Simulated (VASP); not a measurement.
Runs of VASP 6.6.1 on HgTe (zinc blende type). The structure is that of space group F-43m (No. 216), or close to it. The cells are those of the table. 

| level | cell | k mesh | cutoff (eV) | grid for exact exchange (PRECFOCK) | share of exact exchange | screening parameter | gap on the mesh (eV) | pressure (GPa) |
| --- | --- | --- | --- | --- | --- | --- | --- | --- |
| PBE | a = 4.709 Å, angles 60.0°, 2 atoms | 8 × 8 × 8 | 500 | - | - | - | none | (b) |
| HSE06 | a = 4.580 Å, angles 60.0°, 2 atoms | 4 × 4 × 4 | 400 | Normal | 0.25 | 0.2079 1/Å | none | (a) |
| HSE06 | a = 4.725 Å, angles 60.0°, 2 atoms | 4 × 4 × 4 | 400 | Normal | 0.25 | 0.2079 1/Å | none | -1.6 |
| HSE06 | a = 4.678 Å, angles 60.0°, 2 atoms | 4 × 4 × 4 | 400 | Normal | 0.25 | 0.2079 1/Å | none | -0.6 |
| HSE06 | a = 4.629 Å, angles 60.0°, 2 atoms | 4 × 4 × 4 | 400 | Normal | 0.25 | 0.2079 1/Å | none | 0.7 |

Alike in all rows: task single point; potentials or basis VASP PAW PBE potentials, release 64 (Hg, Te); no spin polarisation; smearing fermi-dirac 0.1 eV.

Task: Estimate the missing entries.

Result: (a) 2.2; (b) -0.1.

Caveats: some runs use coarse meshes; spin-orbit coupling is left out, which moves the levels of the heavy elements; the PAW data sets were made with another functional, which shifts forces and pressure a little (at least some runs); semilocal functionals underestimate gaps, so a narrow gap can read as zero (at least some runs).

A k mesh can miss the band edges, and the runs leave out spin-orbit coupling on Hg, Te.

A gap of «none» marks levels without a gap at the run's occupations.
